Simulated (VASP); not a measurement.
# ZnO (P6_3mc) in VASP: further runs, part 2 of 2

VASP 6.6.1. Earlier steps stand in the parts before.

### Step 4. Single point, r2SCAN

This run uses another cell than the first one, of 11.81 Å³/atom.

Input file POSCAR:

```
ZnO
1.0
    3.2351954566      0.0000000000      0.0000000000
   -1.6175977283      2.8017614516      0.0000000000
    0.0000000000      0.0000000000      5.2114259597
Zn O
2 2
Direct
    0.3333333333      0.6666666667      0.4996928418
    0.6666666667      0.3333333333     -0.0003071582
    0.6666666667      0.3333333333      0.3793171582
    0.3333333333      0.6666666667      0.8793171582
```

Input file INCAR.step1:

```
  PREC = Accurate
  ENCUT = 1480
  ISMEAR = 0
  SIGMA = 0.01
  LREAL = F
  LASPH = T
  NELM = 120
  NBANDS = 26
  GGA = PE
  ALGO = Normal
  EDIFF = 1E-5
  LWAVE = T
  LCHARG = F
  GGA_COMPAT = F
```

Input file INCAR.step2:

```
  PREC = Accurate
  ENCUT = 1480
  EDIFF = 1E-6
  ISMEAR = 0
  SIGMA = 0.01
  LREAL = F
  LASPH = T
  NELM = 120
  ALGO = Normal
  ISIF = 2
  LWAVE = F
  LCHARG = F
  METAGGA = R2SCAN
  LMIXTAU = T
  NBANDS = 26
  ISTART = 1
  GGA_COMPAT = F
```

Input file KPOINTS:

```
regular mesh
0
Gamma
  8 8 4
```

Potentials or basis: VASP PAW PBE potentials, release 64 (Zn, O_h).

Launch:

```
$ cat potpaw_PBE.64/Zn/POTCAR potpaw_PBE.64/O_h/POTCAR > POTCAR
$ cp INCAR.step1 INCAR
$ mpirun -np 1 vasp_std > vasp.out
$ cp INCAR.step2 INCAR
$ mpirun -np 1 vasp_std > vasp.out
```

OUTCAR:

```text
PREC = Accurate
   ENCUT = 1480
   EDIFF = 1E-6
   ISMEAR = 0
   LREAL = F
   LASPH = T
   NELM = 120
   ISIF = 2
   METAGGA = R2SCAN
   ISTART = 1

 ion  position               nearest neighbor table
   1  0.333  0.667  0.500-   3 1.97   3 1.97   3 1.97   4 1.98
   2  0.667  0.333  1.000-   4 1.97   4 1.97   4 1.97   3 1.98
   3  0.667  0.333  0.379-   1 1.97   1 1.97   1 1.97   2 1.98
   4  0.333  0.667  0.879-   2 1.97   2 1.97   2 1.97   1 1.98

  LATTYP: Found a hexagonal cell.
 ALAT       =     3.2351954566
 C/A-ratio  =     1.6108535109

  Lattice vectors:

 A1 = (   3.2351954566,   0.0000000000,   0.0000000000)
 A2 = (  -1.6175977283,   2.8017614516,   0.0000000000)
 A3 = (   0.0000000000,   0.0000000000,   5.2114259597)

Analysis of symmetry for initial positions (statically):
=====================================================================
 Subroutine PRICEL returns:
 Original cell was already a primitive cell.

 Routine SETGRP: Setting up the symmetry group for a
 hexagonal supercell.

[... 170 lines left out ...]

  energy without entropy =      -36.34772836  energy(sigma->0) =      -36.34772836

 E-fermi :   1.3223     XC(G=0): -11.7090

 val. band max:        1.2402763520   @ k =   0.0000   0.0000   0.0000
 cond. band min:       2.4771825794   @ k =   0.0000   0.0000   0.0000
 fundamental gap:      1.2369062274
 Fermi energy:         1.3222994567

 k-point     1 :       0.0000    0.0000    0.0000
  band No.  band energies     occupation
      1     -17.9026      2.00000
      2     -17.2071      2.00000
      3      -4.6150      2.00000
      4      -4.6150      2.00000
      5      -4.5591      2.00000
      6      -4.5104      2.00000
[... 685 lines left out ...]
     25      15.8243      0.00000
     26      15.8243      0.00000

 [... further k-points ...]

------------------------ aborting loop because EDIFF is reached ----------------------------------------

  FORCE on cell =-STRESS in cart. coord.  units (eV):
  Direction    XX          YY          ZZ          XY          YZ          ZX
  --------------------------------------------------------------------------------------
  -------------------------------------------------------------------------------------
  Total        0.3005591      0.3005591      0.3119534      0.0000000      0.0000000      0.0000000
  in kB       10.1941782     10.1941782     10.5806421      0.0000000      0.0000000      0.0000000
  external PRESSURE =      10.3229995 kB  Pullay stress =       0.0000000 kB

 VOLUME and BASIS-vectors are now :
 -----------------------------------------------------------------------------
  energy-cutoff  :     1480.00
  volume of cell :       47.24
      direct lattice vectors                 reciprocal lattice vectors
     3.235195457  0.000000000  0.000000000     0.309100335  0.178459162  0.000000000
    -1.617597728  2.801761452  0.000000000     0.000000000  0.356918323  0.000000000
     0.000000000  0.000000000  5.211425960     0.000000000  0.000000000  0.191886061

 POSITION                                       TOTAL-FORCE (eV/Angst)
 -----------------------------------------------------------------------------------
     -0.00000      1.86784      2.60411        -0.000000     -0.000000      0.000191
      1.61760      0.93392      5.20983         0.000000     -0.000000      0.000191
      1.61760      0.93392      1.97678         0.000000     -0.000000     -0.000191
     -0.00000      1.86784      4.58250        -0.000000      0.000000     -0.000191
 -----------------------------------------------------------------------------------
    total drift:                                0.000000      0.000000     -0.008153

  FREE ENERGIE OF THE ION-ELECTRON SYSTEM (eV)
  ---------------------------------------------------
  free  energy   TOTEN  =       -36.3477283628 eV

  energy  without entropy=      -36.3477283628  energy(sigma->0) =      -36.34772836
```

OUTCAR.step1:

```text
PREC = Accurate
   ENCUT = 1480
   ISMEAR = 0
   LREAL = F
[... 928 lines left out ...]
     -0.00000      1.86784      2.60411         0.000000      0.000000      0.002590
      1.61760      0.93392      5.20983         0.000000     -0.000000      0.002590
      1.61760      0.93392      1.97678         0.000000     -0.000000     -0.002590
     -0.00000      1.86784      4.58250         0.000000     -0.000000     -0.002590
 -----------------------------------------------------------------------------------
    total drift:                                0.000000     -0.000000     -0.000460

  FREE ENERGIE OF THE ION-ELECTRON SYSTEM (eV)
  ---------------------------------------------------
  free  energy   TOTEN  =       -17.8235328948 eV

  energy  without entropy=      -17.8235328948  energy(sigma->0) =      -17.82353289
```

It took 15 min on 1 thread of AMD EPYC 7R13 (Zen 3), shared host; peak memory 0.45 GiB.

Results:

```
Free energy            : -36.3477 eV
Pressure               : 1.0 GPa
Band gap on the k mesh : 1.24 eV
```

Levels at points of the mesh, in eV from the valence-band top:
```
           k point  band 15  band 16  band 17  band 18  band 19  band 20  band 21  band 22
(0.00, 0.00, 0.00)    -0.82    -0.09     0.00     0.00     1.24     5.88     8.83    13.74
(0.50, 0.00, 0.00)    -2.87    -2.33    -1.31    -0.87     6.44     7.36     8.09     9.33
(0.00, 0.00, 0.50)    -0.40    -0.40    -0.40    -0.40     3.94     3.94    10.83    10.83
(0.50, 0.00, 0.50)    -1.55    -1.55    -1.41    -1.41     6.26     6.26     9.18     9.18
```

Caveat: the PAW data sets were made with another functional, which shifts forces and pressure a little.

### Step 5. Single point, r2SCAN

This run uses another cell than the first one, of 11.66 Å³/atom.

Input file POSCAR:

```
ZnO
1.0
    3.2216183642      0.0000000000      0.0000000000
   -1.6108091821      2.7900033447      0.0000000000
    0.0000000000      0.0000000000      5.1871454436
Zn O
2 2
Direct
    0.3333333333      0.6666666667      0.4996264425
    0.6666666667      0.3333333333     -0.0003735575
    0.6666666667      0.3333333333      0.3793835575
    0.3333333333      0.6666666667      0.8793835575
```

Input file INCAR.step1:

```
PREC = Accurate
ENCUT = 1480
ISMEAR = 0
SIGMA = 0.01
LREAL = F
LASPH = T
NELM = 120
NBANDS = 26
GGA = PE
ALGO = Normal
EDIFF = 1E-5
LWAVE = T
LCHARG = F
GGA_COMPAT = F
```

Input file INCAR.step2:

```
PREC = Accurate
ENCUT = 1480
EDIFF = 1E-6
ISMEAR = 0
SIGMA = 0.01
LREAL = F
LASPH = T
NELM = 120
ALGO = Normal
ISIF = 2
LWAVE = F
LCHARG = T
METAGGA = R2SCAN
LMIXTAU = T
LELF = T
LVHAR = T
NBANDS = 26
ISTART = 1
GGA_COMPAT = F
```

KPOINTS is that of step 4.

Launch:

```
$ cat potpaw_PBE.64/Zn/POTCAR potpaw_PBE.64/O_h/POTCAR > POTCAR
$ cp INCAR.step1 INCAR
$ mpirun -np 1 vasp_std > vasp.out
$ cp INCAR.step2 INCAR
$ mpirun -np 1 vasp_std > vasp.out
```

Wall time 9.4 min (1 thread of Intel Xeon Platinum 8259CL at 2.50GHz (Skylake/Cascade Lake), shared host); peak memory 0.46 GiB.

It converged, with:

```
Free energy            : -36.3399 eV
Pressure               : 3.0 GPa
Band gap on the k mesh : 1.26 eV
```

Levels at points of the mesh, in eV from the valence-band top:
```csv
k point,band 14,band 15,band 16,band 17,band 18,band 19,band 20,band 21,band 22,band 23
"(0.00, 0.00, 0.00)",-0.83,-0.83,-0.10,0.00,0.00,1.26,5.93,8.88,13.81,13.81
"(0.50, 0.00, 0.00)",-3.64,-2.91,-2.38,-1.33,-0.89,6.49,7.38,8.11,9.42,11.46
"(0.00, 0.00, 0.50)",-2.25,-0.41,-0.41,-0.41,-0.41,3.97,3.97,10.89,10.89,14.11
"(0.50, 0.00, 0.50)",-3.82,-1.58,-1.58,-1.43,-1.43,6.28,6.28,9.26,9.26,12.07
```

Caveat: the cell stands under pressure; the PAW data sets were made with another functional, which shifts forces and pressure a little.

### Step 6. Single point, r2SCAN

This run uses another cell than the first one, of 11.52 Å³/atom.

Input file POSCAR:

```
ZnO
1.0
    3.2088718480      0.0000000000      0.0000000000
   -1.6044359240      2.7789645379      0.0000000000
    0.0000000000      0.0000000000      5.1653742895
Zn O
2 2
Direct
    0.3333333333      0.6666666667      0.4995830244
    0.6666666667      0.3333333333     -0.0004169756
    0.6666666667      0.3333333333      0.3794269756
    0.3333333333      0.6666666667      0.8794269756
```

Input file INCAR.step1:

```
SYSTEM = ZnO
  ALGO = Normal
  EDIFF = 1E-5
  ENCUT = 1480
  GGA = PE
  GGA_COMPAT = .False.
  ISMEAR = 0
  LASPH = .True.
  LCHARG = .False.
  LREAL = .False.
  LWAVE = .True.
  NBANDS = 26
  NELM = 120
  PREC = Accurate
  SIGMA = 0.01
```

Input file INCAR.step2:

```
SYSTEM = ZnO
  ALGO = Normal
  EDIFF = 1E-6
  ENCUT = 1480
  GGA_COMPAT = .False.
  ISIF = 2
  ISMEAR = 0
  ISTART = 1
  LASPH = .True.
  LCHARG = .False.
  LMIXTAU = .True.
  LREAL = .False.
  LWAVE = .False.
  METAGGA = R2SCAN
  NBANDS = 26
  NELM = 120
  PREC = Accurate
  SIGMA = 0.01
```

Input file KPOINTS:

```
k-points
0
Gamma
  8 8 4
  0 0 0
```

Potentials or basis: VASP PAW PBE potentials, release 64 (Zn, O_h).

Launch:

```
$ cat potpaw_PBE.64/Zn/POTCAR potpaw_PBE.64/O_h/POTCAR > POTCAR
$ cp INCAR.step1 INCAR
$ mpirun -np 1 vasp_std > vasp.out
$ cp INCAR.step2 INCAR
$ mpirun -np 1 vasp_std > vasp.out
```

It took 11 min on 1 thread of AMD EPYC 7R13 (Zen 3), shared host; peak memory 0.43 GiB.

The run converged. Its results:

```
Free energy            : -36.3254 eV
Pressure               : 5.1 GPa
Band gap on the k mesh : 1.28 eV
```

Forces in eV/Å, atoms in the order of the input:
```
Zn   0.000  0.000  0.003
Zn   0.000  0.000  0.003
O    0.000  0.000 -0.003
O    0.000  0.000 -0.003
```

Levels at points of the mesh, in eV from the valence-band top:
| k point | band 15 | band 16 | band 17 | band 18 | band 19 | band 20 | band 21 | band 22 |
| --- | --- | --- | --- | --- | --- | --- | --- | --- |
| (0.00, 0.00, 0.00) | -0.85 | -0.10 | 0.00 | 0.00 | 1.28 | 5.97 | 8.93 | 13.87 |
| (0.50, 0.00, 0.00) | -2.94 | -2.42 | -1.35 | -0.90 | 6.55 | 7.40 | 8.13 | 9.50 |
| (0.00, 0.00, 0.50) | -0.42 | -0.42 | -0.42 | -0.42 | 4.00 | 4.00 | 10.95 | 10.95 |
| (0.50, 0.00, 0.50) | -1.61 | -1.61 | -1.46 | -1.46 | 6.30 | 6.30 | 9.34 | 9.34 |

Caveat: the cell stands under pressure; the PAW data sets were made with another functional, which shifts forces and pressure a little.

### Step 7. Overview

```csv
cell,gap on the mesh (eV),pressure (GPa)
"a = 3.190, b = 3.190, c = 5.136 Å, angles 90.0, 90.0, 120.0°, 4 atoms, atomic positions A",1.30,7.9
"a = 3.249, b = 3.249, c = 5.236 Å, angles 90.0, 90.0, 120.0°, 4 atoms, atomic positions B",1.22,-1.0
"a = 3.235, b = 3.235, c = 5.211 Å, angles 90.0, 90.0, 120.0°, 4 atoms, atomic positions C",1.24,1.0
"a = 3.222, b = 3.222, c = 5.187 Å, angles 90.0, 90.0, 120.0°, 4 atoms, atomic positions A",1.26,3.0
"a = 3.209, b = 3.209, c = 5.165 Å, angles 90.0, 90.0, 120.0°, 4 atoms, atomic positions A",1.28,5.1
```

Alike in all rows: task single point; level r2SCAN; potentials or basis VASP PAW PBE potentials, release 64 (Zn, O_h); no spin polarisation; k mesh 8 × 8 × 4; cutoff (eV) 1480; smearing gaussian 0.01 eV.

Caveats: the PAW data sets were made with another functional, which shifts forces and pressure a little; the cell stands under pressure (at least some runs).

Absolute energies hang on the potentials; compare differences alone.
